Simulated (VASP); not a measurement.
# Ge3N4 (P6_3/m) in VASP: relaxation of cell and atoms with PBE+D3(BJ)

Aim: the relaxation of cell and atoms of Ge3N4 with PBE+D3(BJ).

All numbers are computed with VASP 6.6.1; they aren't measurements. Logs are shortened: lines on timing, memory, paths and dates and some standing lists are left out, and cuts for length are marked.

### Step 1. The cell of the first run

The structure is hexagonal, space group P6_3/m (No. 176). Conventional cell: a = 8.129 Å, b = 8.129 Å, c = 3.114 Å, α = 90.00°, β = 90.00°, γ = 120.00°. Ge (site symmetry m) has 4 N at 1.85 to 1.86 Å within 2.5 Å. Within 2.5 Å of N (site symmetry -6) lie 3 Ge at 1.85 Å. N (site symmetry m) has 3 Ge at 1.86 Å within 2.5 Å.

### Step 2. Relaxation of cell and atoms, PBE+D3(BJ)

File INCAR:

```
SYSTEM = Ge3N4
PREC = Accurate
ENCUT = 600
EDIFF = 1E-7
ISMEAR = 0
SIGMA = 0.02
LREAL = .False.
LASPH = .True.
NELM = 120
ALGO = Normal
ISIF = 3
LWAVE = .False.
LCHARG = .False.
GGA = PE
IVDW = 12
IBRION = 2
NSW = 70
EDIFFG = -0.005
GGA_COMPAT = .False.
NELMIN = 4
KPAR = 4
```

File KPOINTS:

```
regular mesh
0
Gamma
  6 6 10
  0 0 0
```

File POSCAR:

```
Ge3N4
1.0
    8.1293900246      0.0000000000      0.0000000000
   -4.0646950123      7.0402582786      0.0000000000
    0.0000000000      0.0000000000      3.1140866418
Ge N
6 8
Direct
    0.8290918224      0.2353462345      0.7500000000
    0.5937455879      0.8290918224      0.2500000000
    0.2353462345      0.4062544121      0.2500000000
    0.7646537655      0.5937455879      0.7500000000
    0.4062544121      0.1709081776      0.7500000000
    0.1709081776      0.7646537655      0.2500000000
    0.6666666667      0.3333333333      0.7500000000
    0.3333333333      0.6666666667      0.2500000000
    0.6695321238      0.9725139304      0.7500000000
    0.6970181934      0.6695321238      0.2500000000
    0.9725139304      0.3029818066      0.2500000000
    0.0274860696      0.6970181934      0.7500000000
    0.3304678762      0.0274860696      0.2500000000
    0.3029818066      0.3304678762      0.7500000000
```

Potentials or basis: VASP PAW PBE potentials, release 64 (Ge_d, N).

Launch:

```sh
$ cat potpaw_PBE.64/Ge_d/POTCAR potpaw_PBE.64/N/POTCAR > POTCAR
$ mpirun -np 4 vasp_std > vasp.out
```

OUTCAR:

```text
SYSTEM = Ge3N4
   PREC = Accurate
   ENCUT = 600
   EDIFF = 1E-7
   ISMEAR = 0
   LREAL = .False.
   LASPH = .True.
   NELM = 120
   ISIF = 3
   GGA = PE
   IVDW = 12
   IBRION = 2
   NSW = 70
   EDIFFG = -0.005
   NELMIN = 4
 IVDW          = 12

 ion  position               nearest neighbor table
   1  0.829  0.235  0.750-   7 1.85  11 1.86  11 1.86   9 1.86
   2  0.594  0.829  0.250-   8 1.85   9 1.86   9 1.86  10 1.86
   3  0.235  0.406  0.250-   8 1.85  14 1.86  14 1.86  11 1.86
   4  0.765  0.594  0.750-   7 1.85  10 1.86  10 1.86  12 1.86
   5  0.406  0.171  0.750-   7 1.85  13 1.86  13 1.86  14 1.86
   6  0.171  0.765  0.250-   8 1.85  12 1.86  12 1.86  13 1.86
   7  0.667  0.333  0.750-   1 1.85   5 1.85   4 1.85
   8  0.333  0.667  0.250-   6 1.85   2 1.85   3 1.85
   9  0.670  0.973  0.750-   2 1.86   2 1.86   1 1.86
  10  0.697  0.670  0.250-   4 1.86   4 1.86   2 1.86
  11  0.973  0.303  0.250-   1 1.86   1 1.86   3 1.86
  12  0.027  0.697  0.750-   6 1.86   6 1.86   4 1.86
  13  0.330  0.027  0.250-   5 1.86   5 1.86   6 1.86
  14  0.303  0.330  0.750-   3 1.86   3 1.86   5 1.86

  LATTYP: Found a hexagonal cell.
 ALAT       =     8.1293900246
 C/A-ratio  =     0.3830652278

  Lattice vectors:

 A1 = (   8.1293900246,   0.0000000000,   0.0000000000)
 A2 = (  -4.0646950123,   7.0402582786,   0.0000000000)
 A3 = (   0.0000000000,   0.0000000000,   3.1140866418)

Analysis of symmetry for initial positions (statically):
=====================================================================
 Subroutine PRICEL returns:
 Original cell was already a primitive cell.

 Routine SETGRP: Setting up the symmetry group for a
 hexagonal supercell.

 Subroutine GETGRP returns: Found 12 space group operations
 (whereof  6 operations were pure point group operations)
 out of a pool of 24 trial point group operations.

The static configuration has the point symmetry S_6 .
 The point group associated with its full space group is C_6h.

Analysis of symmetry for dynamics (positions and initial velocities):
=====================================================================
 Subroutine PRICEL returns:
 Original cell was already a primitive cell.

 Routine SETGRP: Setting up the symmetry group for a
 hexagonal supercell.

 Subroutine GETGRP returns: Found 12 space group operations
 (whereof  6 operations were pure point group operations)
 out of a pool of 24 trial point group operations.

The dynamic configuration has the point symmetry S_6 .
 The point group associated with its full space group is C_6h.

 Subroutine INISYM returns: Found 12 space group operations
 (whereof  6 operations are pure point group operations),
 and found     1 'primitive' translations

----------------------------------------------------------------------------------------
[... 118 lines left out ...]
   LREAL  =      F    real-space projection
   EDIFFG = -.5E-02   stopping-criterion for IOM
   NSW    =     70    number of steps for IOM
   IBRION =      2    ionic relax: 0-MD 1-quasi-New 2-CG
   NFREE  =      1    steps in history (QN), initial steepest desc. (CG)
   ISIF   =      3    stress and relaxation
   ISYM   =      2    0-nonsym 1-usesym 2-fastsym
   POTIM  = 0.5000    time-step for ionic-motion
   TEBEG  =    0.0;   TEEND  =   0.0 temperature during run
   PSTRESS=    0.0 pullay stress
   NELECT =     124.0000    total number of electrons
   NUPDOWN=      -1.0000    fix difference up-down
   EMIN   =  10.00;   EMAX   =-10.00  energy-range for DOS
   EFERMI =   0.00;   METHOD = LEGACY
   ISMEAR =     0;   SIGMA  =   0.02  broadening in eV -4-tet -1-fermi 0-gaus
   EFERMI_NEDOS =   21; number of points for ismear=-14 and -15
   IALGO  =     38    algorithm
   IMIX   =      4    mixing-type and parameters
     AMIX     =   0.40;   BMIX     =  1.00
     AMIX_MAG =   1.60;   BMIX_MAG =  1.00
  volume/ion in A,a.u.               =      12.73        85.91
  Fermi-wavevector in a.u.,A,eV,Ry     =   1.450629  2.741291 28.631067  2.104324
  Thomas-Fermi vector in A             =   2.568219
   LORBIT       =      0    0 simple, 1 ext, 2 COOP (PROOUT), +10 PAW based schemes
   GGA     = PE    functional components
   LHFCALC =     F    Hartree Fock is set to
   AEXX    =    0.0000 exact exchange contribution
   IVDW    =    12    specifies the selected vdW correction
   LEPSILON=     F    determine dielectric tensor
   LRPA    =     F    only Hartree local field effects (RPA)
 conjugate gradient relaxation of ions
 non-spin polarized calculation
 Gauss-broadening in eV      SIGMA  =   0.02
  energy-cutoff  :      600.00
  volume of cell :      178.23
 maximum number of plane-waves:      6000
 NGX is ok and might be reduce to    70
   NGX = 33   NGY = 33   NGZ = 13

--------------------------------------- Ionic step        1  -------------------------------------------

 number of electron     123.9999937 magnetization

 Free energy of the ion-electron system (eV)
  ---------------------------------------------------
  ext. energy  EPLUGINS =         0.00000000
  ---------------------------------------------------
  free energy    TOTEN  =       -94.28830578 eV

  energy without entropy =      -94.28830578  energy(sigma->0) =      -94.28830578

------------------------ aborting loop because EDIFF is reached ----------------------------------------

 Edisp (eV)   -3.09448

 E8    (eV) :    -1.1718
[... 141 lines left out ...]
  FREE ENERGIE OF THE ION-ELECTRON SYSTEM (eV)
  ---------------------------------------------------
  free  energy   TOTEN  =       -97.4205928289 eV

  energy  without entropy=      -97.4205928289  energy(sigma->0) =      -97.42059283

[... ionic steps 4 to 14 ...]

--------------------------------------- Ionic step       15  -------------------------------------------

 number of electron     123.9999965 magnetization

------------------------ aborting loop because EDIFF is reached ----------------------------------------
[... 99 lines left out ...]
--------------------------------------- Ionic step       17  -------------------------------------------

 number of electron     123.9999965 magnetization

 Free energy of the ion-electron system (eV)
  ---------------------------------------------------
  ext. energy  EPLUGINS =         0.00000000
  ---------------------------------------------------
  free energy    TOTEN  =       -94.26197120 eV

  energy without entropy =      -94.26197120  energy(sigma->0) =      -94.26197120

 E-fermi :   5.1492     XC(G=0): -10.8039

 val. band max:        4.9999607262   @ k =   0.0000   0.0000   0.0000
 cond. band min:       7.0574878751   @ k =   0.0000   0.0000   0.0000
 fundamental gap:      2.0575271489
 Fermi energy:         5.1491792330

 k-point     1 :       0.0000    0.0000    0.0000
  band No.  band energies     occupation
      1     -19.5077      2.00000
      2     -19.4810      2.00000
      3     -19.4810      2.00000
      4     -19.4785      2.00000
      5     -19.4407      2.00000
      6     -19.4407      2.00000
[... 1837 lines left out ...]
     73      11.9568      0.00000
     74      11.9568      0.00000

 [... further k-points ...]

------------------------ aborting loop because EDIFF is reached ----------------------------------------

 Edisp (eV)   -3.16030

 E8    (eV) :    -1.1969
[... 37 lines left out ...]
  FREE ENERGIE OF THE ION-ELECTRON SYSTEM (eV)
  ---------------------------------------------------
  free  energy   TOTEN  =       -97.4222714682 eV

  energy  without entropy=      -97.4222714682  energy(sigma->0) =      -97.42227147

 reached required accuracy - stopping structural energy minimisation
```

CONTCAR:

```text
Ge3N4
   1.00000000000000
     8.0739212308618349    0.0000004326617611   -0.0000000000000000
    -4.0369609901269934    6.9922206777740872   -0.0000000000000000
     0.0000000000000000   -0.0000000000000000    3.0942836060483412
  Ge              N
     6     8
Direct
     0.8304329286704158    0.2369043447343573    0.7500000000000000
[... 17 lines left out ...]
  0.00000000E+00  0.00000000E+00  0.00000000E+00
  0.00000000E+00  0.00000000E+00  0.00000000E+00
  0.00000000E+00  0.00000000E+00  0.00000000E+00
  0.00000000E+00  0.00000000E+00  0.00000000E+00
  0.00000000E+00  0.00000000E+00  0.00000000E+00
  0.00000000E+00  0.00000000E+00  0.00000000E+00
  0.00000000E+00  0.00000000E+00  0.00000000E+00
  0.00000000E+00  0.00000000E+00  0.00000000E+00
  0.00000000E+00  0.00000000E+00  0.00000000E+00
  0.00000000E+00  0.00000000E+00  0.00000000E+00
  0.00000000E+00  0.00000000E+00  0.00000000E+00
```

Run time: 25 min. Hardware: 4 MPI ranks of Intel Xeon 6975P-C (Granite Rapids), shared host; peak memory 0.79 GiB.

What came out:

```yaml
Free_energy: -97.4223 eV
Relaxed_volume: 12.48 Å³/atom
Relaxed_cell: a = 8.074 Å, b = 8.074 Å, c = 3.094 Å, α = 90.00°, β = 90.00°, γ = 120.00°
Space_group_after_relaxing_to_0.1_Å: P6_3/m (No. 176)
Energy_gained_by_relaxing: 2.8 meV/atom
Ionic_steps: 17
Pressure_after_relaxing: 0.0 GPa
Largest_force_after_relaxing: 0.004 eV/Å
Band_gap_on_the_k_mesh: 2.06 eV
Dispersion_energy_per_atom: -0.226 eV
```

Forces in eV/Å, atoms in the order of the input:
```
Ge  -0.001  0.002  0.000
Ge  -0.002  0.000  0.000
Ge   0.001  0.002  0.000
Ge  -0.001 -0.002  0.000
Ge   0.002  0.000  0.000
Ge   0.001 -0.002  0.000
N    0.000  0.000  0.000
N    0.000  0.000  0.000
N    0.004  0.001  0.000
N    0.001  0.004  0.000
N    0.003 -0.003  0.000
N   -0.003  0.003  0.000
N   -0.004 -0.001  0.000
N   -0.001 -0.004  0.000
```

Step by step:
```
step  energy change (eV)  largest force (eV/Å)  pressure (GPa)  volume (Å³)
   1              0.0000                0.0221           -3.50       178.23
   2              0.0103                0.0631            4.25       171.15
   3             -0.0378                0.0289            0.00       174.85
   4             -0.0381                0.0337           -0.03       174.83
   5             -0.0382                0.0436           -0.02       174.81
   6             -0.0383                0.0358            0.02       174.79
   7             -0.0386                0.0263            0.02       174.75
   8             -0.0385                0.0552            0.07       174.66
   9             -0.0386                0.0333            0.04       174.71
  10             -0.0389                0.0264            0.02       174.72
  11             -0.0393                0.0255           -0.04       174.74
  12             -0.0393                0.0250           -0.06       174.75
  13             -0.0395                0.0116            0.00       174.68
  14             -0.0395                0.0116            0.02       174.67
  15             -0.0395                0.0057           -0.02       174.69
  16             -0.0395                0.0054           -0.01       174.69
  17             -0.0395                0.0040           -0.01       174.69
```

Final structure:
```cif
data_structure
_symmetry_space_group_name_H-M 'P 1'
_symmetry_Int_Tables_number 1
_cell_length_a 8.0739
_cell_length_b 8.0739
_cell_length_c 3.0943
_cell_angle_alpha 90.000
_cell_angle_beta 90.000
_cell_angle_gamma 120.000
_cell_volume 174.69
loop_
_atom_site_label
_atom_site_type_symbol
_atom_site_fract_x
_atom_site_fract_y
_atom_site_fract_z
_atom_site_occupancy
Ge1 Ge 0.83043 0.23690 0.75000 1
Ge2 Ge 0.59353 0.83043 0.25000 1
Ge3 Ge 0.23690 0.40647 0.25000 1
Ge4 Ge 0.76310 0.59353 0.75000 1
Ge5 Ge 0.40647 0.16957 0.75000 1
Ge6 Ge 0.16957 0.76310 0.25000 1
N1 N 0.66667 0.33333 0.75000 1
N2 N 0.33333 0.66667 0.25000 1
N3 N 0.66961 0.97393 0.75000 1
N4 N 0.69568 0.66961 0.25000 1
N5 N 0.97393 0.30432 0.25000 1
N6 N 0.02607 0.69568 0.75000 1
N7 N 0.33039 0.02607 0.25000 1
N8 N 0.30432 0.33039 0.75000 1
```

Levels at points of the mesh, in eV from the valence-band top:
```
           k point  band 60  band 61  band 62  band 63  band 64  band 65
(0.00, 0.00, 0.00)    -0.44    -0.23     0.00     2.06     3.41     3.41
(0.50, 0.00, 0.00)    -0.50    -0.12    -0.05     3.16     3.39     3.82
(0.00, 0.00, 0.50)    -1.19    -1.19    -1.19     4.33     4.33     4.33
(0.50, 0.00, 0.50)    -1.12    -0.88    -0.88     3.85     3.85     4.99
```
